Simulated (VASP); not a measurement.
# HC8 in VASP: relaxation of the atoms with PBE+D3(BJ)

Aim: the relaxation of the atoms of HC8 with PBE+D3(BJ).

All numbers are computed with VASP 6.6.1; they aren't measurements. Logs are shortened: lines on timing, memory, paths and dates and some standing lists are left out, and cuts for length are marked.

## (1) The cell of the first run

The cell holds a slab with vacuum, 9 atoms: a = 2.465 Å, b = 2.465 Å, c = 29.108 Å, α = 90.00°, β = 90.00°, γ = 120.00°.

## (2) Relaxation of the atoms, PBE+D3(BJ)

Input file INCAR:

```
ALGO = Normal
DIPOL = 0.5 0.5 0.481
EDIFF = 1E-6
EDIFFG = -0.03
ENCUT = 520
GGA = PE
IBRION = 2
IDIPOL = 3
ISIF = 2
ISMEAR = 0
IVDW = 12
LASPH = T
LCHARG = F
LDIPOL = T
LREAL = F
LWAVE = F
NELM = 60
NSW = 90
PREC = Accurate
SIGMA = 0.1
```

Input file KPOINTS:

```
k-points
0
Gamma
  12 12 1
```

Input file POSCAR:

```
HC8
1.0
    2.4649796655      0.0000000000      0.0000000000
   -1.2324898327      2.1347350101      0.0000000000
    0.0000000000      0.0000000000     29.1076491812
C H
8 1
Selective dynamics
Direct
    0.0000000000      0.0000000000      0.2920194682  F F F
    0.6666666667      0.3333333333      0.2920194601  F F F
    0.0000000000      0.0000000000      0.4077696717  F F F
    0.3333333333      0.6666666667      0.4077696637  F F F
    0.0000000000      0.0000000000      0.5235198751  T T T
    0.6666666667      0.3333333333      0.5235198671  T T T
    0.0000000000      0.0000000000      0.6392700787  T T T
    0.3333333333      0.6666666667      0.6392700706  T T T
    0.6666666667      0.3333333333      0.6062890573  T T T
```

Potentials or basis: VASP PAW PBE potentials, release 64 (C, H).

Launch:

```console
cat potpaw_PBE.64/C/POTCAR potpaw_PBE.64/H/POTCAR > POTCAR
mpirun -np 1 vasp_std > vasp.out
```

OUTCAR:

```text
EDIFF = 1E-6
   EDIFFG = -0.03
   ENCUT = 520
   GGA = PE
   IBRION = 2
   ISIF = 2
   ISMEAR = 0
   IVDW = 12
   LASPH = T
   LREAL = F
   NELM = 60
   NSW = 90
   PREC = Accurate
 IVDW          = 12

 ion  position               nearest neighbor table
   1  0.000  0.000  0.292-   2 1.42   2 1.42   2 1.42
   2  0.667  0.333  0.292-   1 1.42   1 1.42   1 1.42
   3  0.000  0.000  0.408-   4 1.42   4 1.42   4 1.42
   4  0.333  0.667  0.408-   3 1.42   3 1.42   3 1.42
   5  0.000  0.000  0.524-   6 1.42   6 1.42   6 1.42
   6  0.667  0.333  0.524-   5 1.42   5 1.42   5 1.42
   7  0.000  0.000  0.639-   8 1.42   8 1.42   8 1.42
   8  0.333  0.667  0.639-   7 1.42   7 1.42   7 1.42
   9  0.667  0.333  0.606-

  LATTYP: Found a hexagonal cell.
 ALAT       =     2.4649796655
 C/A-ratio  =    11.8084743613

  Lattice vectors:

 A1 = (   2.4649796655,   0.0000000000,   0.0000000000)
 A2 = (  -1.2324898327,   2.1347350101,   0.0000000000)
 A3 = (   0.0000000000,   0.0000000000,  29.1076491812)

Analysis of symmetry for initial positions (statically):
=====================================================================
 Subroutine PRICEL returns:
 Original cell was already a primitive cell.

 Routine SETGRP: Setting up the symmetry group for a
 hexagonal supercell.

 Subroutine GETGRP returns: Found  6 space group operations
 (whereof  6 operations were pure point group operations)
 out of a pool of 24 trial point group operations.

The static configuration has the point symmetry C_3v.

Analysis of symmetry for dynamics (positions and initial velocities):
=====================================================================
 Subroutine PRICEL returns:
 Original cell was already a primitive cell.

 Routine SETGRP: Setting up the symmetry group for a
 hexagonal supercell.

 Subroutine GETGRP returns: Found  6 space group operations
 (whereof  6 operations were pure point group operations)
 out of a pool of 24 trial point group operations.

The dynamic configuration has the point symmetry C_3v.

Analysis of constrained symmetry for selective dynamics:
=====================================================================
 Subroutine PRICEL returns:
 Original cell was already a primitive cell.

 Routine SETGRP: Setting up the symmetry group for a
 hexagonal supercell.

 Subroutine GETGRP returns: Found  6 space group operations
 (whereof  6 operations were pure point group operations)
 out of a pool of 24 trial point group operations.

The constrained configuration has the point symmetry C_3v.

 Subroutine INISYM returns: Found  6 space group operations
 (whereof  6 operations are pure point group operations),
 and found     1 'primitive' translations

----------------------------------------------------------------------------------------

                                     Primitive cell

  volume of cell :     153.1667

  direct lattice vectors                    reciprocal lattice vectors
     2.464979666  0.000000000  0.000000000     0.405682860  0.234221108  0.000000000
    -1.232489833  2.134735010  0.000000000     0.000000000  0.468442217  0.000000000
     0.000000000  0.000000000 29.107649181     0.000000000  0.000000000  0.034355231

  length of vectors
     2.464979666  2.464979665 29.107649181     0.468442217  0.468442217  0.034355231

  position of ions in fractional coordinates (direct lattice)
     0.000000000  0.000000000  0.292019468
     0.666666667  0.333333333  0.292019460
     0.000000000  0.000000000  0.407769672
     0.333333333  0.666666667  0.407769664
     0.000000000  0.000000000  0.523519875
     0.666666667  0.333333333  0.523519867
     0.000000000  0.000000000  0.639270079
     0.333333333  0.666666667  0.639270071
     0.666666667  0.333333333  0.606289057

  ion indices of the primitive-cell ions
   primitive index   ion index
                 1           1
                 2           2
                 3           3
                 4           4
                 5           5
                 6           6
                 7           7
                 8           8
                 9           9

----------------------------------------------------------------------------------------

 KPOINTS: k-points

Automatic generation of k-mesh.
 Grid dimensions read from file:
 generate k-points for:   12   12    1

 Generating k-lattice:

  Cartesian coordinates                     Fractional coordinates (reciprocal lattice)
     0.033806905  0.019518426  0.000000000     0.083333333 -0.000000000  0.000000000
     0.000000000  0.039036851  0.000000000     0.000000000  0.083333333  0.000000000
     0.000000000  0.000000000  0.034355231     0.000000000  0.000000000  1.000000000

  Length of vectors
     0.039036851  0.039036851  0.034355231

  Shift w.r.t. Gamma in fractional coordinates (k-lattice)
     0.000000000  0.000000000  0.000000000

 Subroutine IBZKPT returns following result:
 ===========================================

 Found     19 irreducible k-points:

 Following reciprocal coordinates:
            Coordinates               Weight
  0.000000  0.000000  0.000000      1.000000
  0.083333  0.000000  0.000000      6.000000
  0.166667 -0.000000  0.000000      6.000000
  0.250000 -0.000000  0.000000      6.000000
  0.333333 -0.000000  0.000000      6.000000
  0.416667  0.000000  0.000000      6.000000
[... 11 lines left out ...]
  0.333333  0.250000  0.000000     12.000000
  0.333333  0.333333  0.000000      2.000000
   k-points           NKPTS =     19   k-points in BZ     NKDIM =     19   number of bands    NBANDS=     21
   number of dos      NEDOS =    301   number of ions     NIONS =      9
   total plane-waves  NPLWV =  69984
   dimension x,y,z NGX =    18 NGY =   18 NGZ =  216
   dimension x,y,z NGXF=    36 NGYF=   36 NGZF=  432
   ions per type =               8   1
   NGX,Y,Z   is equivalent  to a cutoff of  12.14, 12.14, 12.34 a.u.
   NGXF,Y,Z  is equivalent  to a cutoff of  24.28, 24.28, 24.67 a.u.
 SYSTEM =  unknown system
   PREC   = accura    normal or accurate (medium, high low for compatibility)
   ISTART =      0    job   : 0-new  1-cont  2-samecut
   ICHARG =      2    charge: 1-file 2-atom 10-const
   ISPIN  =      1    spin polarized calculation?
   LNONCOLLINEAR =      F non collinear calculations
   LSORBIT =      F    spin-orbit coupling
   LASPH  =      T    aspherical Exc in radial PAW
   ENCUT  =  520.0 eV  38.22 Ry    6.18 a.u.   4.58  4.58 54.12*2*pi/ulx,y,z
   NELM   =     60;   NELMIN=  2; NELMDL= -5     # of ELM steps
   EDIFF  = 0.1E-05   stopping-criterion for ELM
   LREAL  =      F    real-space projection
   EDIFFG = -.3E-01   stopping-criterion for IOM
   NSW    =     90    number of steps for IOM
   IBRION =      2    ionic relax: 0-MD 1-quasi-New 2-CG
   NFREE  =      1    steps in history (QN), initial steepest desc. (CG)
   ISIF   =      2    stress and relaxation
   ISYM   =      2    0-nonsym 1-usesym 2-fastsym
   POTIM  = 0.5000    time-step for ionic-motion
   TEBEG  =    0.0;   TEEND  =   0.0 temperature during run
   PSTRESS=    0.0 pullay stress
   NELECT =      33.0000    total number of electrons
   NUPDOWN=      -1.0000    fix difference up-down
   EMIN   =  10.00;   EMAX   =-10.00  energy-range for DOS
   EFERMI =   0.00;   METHOD = LEGACY
   ISMEAR =     0;   SIGMA  =   0.10  broadening in eV -4-tet -1-fermi 0-gaus
   EFERMI_NEDOS =   21; number of points for ismear=-14 and -15
   IALGO  =     38    algorithm
   IMIX   =      4    mixing-type and parameters
     AMIX     =   0.40;   BMIX     =  1.00
     AMIX_MAG =   1.60;   BMIX_MAG =  1.00
  volume/ion in A,a.u.               =      17.02       114.85
  Fermi-wavevector in a.u.,A,eV,Ry     =   0.981427  1.854628 13.105117  0.963199
  Thomas-Fermi vector in A             =   2.112433
   LORBIT       =      0    0 simple, 1 ext, 2 COOP (PROOUT), +10 PAW based schemes
   GGA     = PE    functional components
   LHFCALC =     F    Hartree Fock is set to
   AEXX    =    0.0000 exact exchange contribution
   IVDW    =    12    specifies the selected vdW correction
   LEPSILON=     F    determine dielectric tensor
   LRPA    =     F    only Hartree local field effects (RPA)
 conjugate gradient relaxation of ions
 non-spin polarized calculation
 Gauss-broadening in eV      SIGMA  =   0.10
  energy-cutoff  :      520.00
  volume of cell :      153.17
 maximum number of plane-waves:      4180
   NGX =  9   NGY =  9   NGZ =109

--------------------------------------- Ionic step        1  -------------------------------------------

 number of electron      32.9999988 magnetization

 Free energy of the ion-electron system (eV)
  ---------------------------------------------------
  ext. energy  EPLUGINS =         0.00000000
  ---------------------------------------------------
  free energy    TOTEN  =       -73.40436631 eV

  energy without entropy =      -73.39907560  energy(sigma->0) =      -73.40172095

------------------------ aborting loop because EDIFF is reached ----------------------------------------

 Edisp (eV)   -1.24430

 E8    (eV) :    -0.3528
[... 126 lines left out ...]
  FREE ENERGIE OF THE ION-ELECTRON SYSTEM (eV)
  ---------------------------------------------------
  free  energy   TOTEN  =       -75.0827149643 eV

  energy  without entropy=      -75.0740098402  energy(sigma->0) =      -75.07836240

 vacuum level on the upper side and lower side of the slab       (xc-potential included)        -0.645        -0.213

 dipolmoment           0.000000      0.000000      0.010337 electrons x Angstroem

[... ionic steps 4 to 18 ...]

--------------------------------------- Ionic step       19  -------------------------------------------

 number of electron      32.9999989 magnetization

------------------------ aborting loop because EDIFF is reached ----------------------------------------
[... 89 lines left out ...]
--------------------------------------- Ionic step       21  -------------------------------------------

 number of electron      32.9999989 magnetization

 dipolmoment           0.000000      0.000000     -0.013279 electrons x Angstroem

 Free energy of the ion-electron system (eV)
  ---------------------------------------------------
  ext. energy  EPLUGINS =         0.00000000
  ---------------------------------------------------
  free energy    TOTEN  =       -75.17273243 eV

  energy without entropy =      -75.16503185  energy(sigma->0) =      -75.16888214

 E-fermi :   0.2095     XC(G=0):  -5.2644

 val. band max:        0.2082598907   @ k =   0.1667  -0.0000   0.0000
 cond. band min:       0.2321411364   @ k =   0.3333   0.3333   0.0000
 fundamental gap:      0.0238812457
 Fermi energy:         0.2095068141

 k-point     1 :       0.0000    0.0000    0.0000
  band No.  band energies     occupation
      1     -20.1283      2.00000
      2     -19.8159      2.00000
      3     -19.3652      2.00000
      4     -19.2183      2.00000
      5     -10.3480      2.00000
      6      -7.9641      2.00000
[... 445 lines left out ...]
     20       0.6570      0.00000
     21       7.5885      0.00000

------------------------ aborting loop because EDIFF is reached ----------------------------------------

 vacuum level on the upper side and lower side of the slab       (xc-potential included)        -0.289         0.179

 Edisp (eV)   -1.13513

 E8    (eV) :    -0.3224

  FORCE on cell =-STRESS in cart. coord.  units (eV):
  Direction    XX          YY          ZZ          XY          YZ          ZX
  --------------------------------------------------------------------------------------
  -------------------------------------------------------------------------------------
  Total       3.37686     3.37686    -0.20436     0.00000     0.00000     0.00000
  in kB      35.32311    35.32311    -2.13771     0.00000     0.00000     0.00000
  external pressure =       22.84 kB  Pullay stress =        0.00 kB
[... 24 lines left out ...]
  FREE ENERGIE OF THE ION-ELECTRON SYSTEM (eV)
  ---------------------------------------------------
  free  energy   TOTEN  =       -76.3078665086 eV

  energy  without entropy=      -76.3001659251  energy(sigma->0) =      -76.30401622

 reached required accuracy - stopping structural energy minimisation

 vacuum level on the upper side and lower side of the slab         4.000         4.479
```

Run time: 18 min. Hardware: 1 thread of Intel Xeon Platinum 8259CL at 2.50GHz (Skylake/Cascade Lake), shared host; peak memory 0.28 GiB.

Results:

```yaml
Free_energy: -76.3079 eV
Band_gap_on_the_k_mesh: zero (an odd number of electrons rules out a gap without spin polarisation)
Dispersion_energy_per_atom: -0.126 eV
```

Final structure:
```
C H
1.0
     2.46498    0.00000    0.00000
    -1.23249    2.13474    0.00000
     0.00000    0.00000   29.10765
C H
8 1
Direct
  0.00000 0.00000 0.29202
  0.66667 0.33333 0.29202
  0.00000 0.00000 0.40777
  0.33333 0.66667 0.40777
  0.00000 0.00000 0.51979
  0.66667 0.33333 0.52869
  0.00000 0.00000 0.65708
  0.33333 0.66667 0.65703
  0.66667 0.33333 0.56887
```

The gap in the log of VASP goes by the Fermi energy; the results here count the filled bands.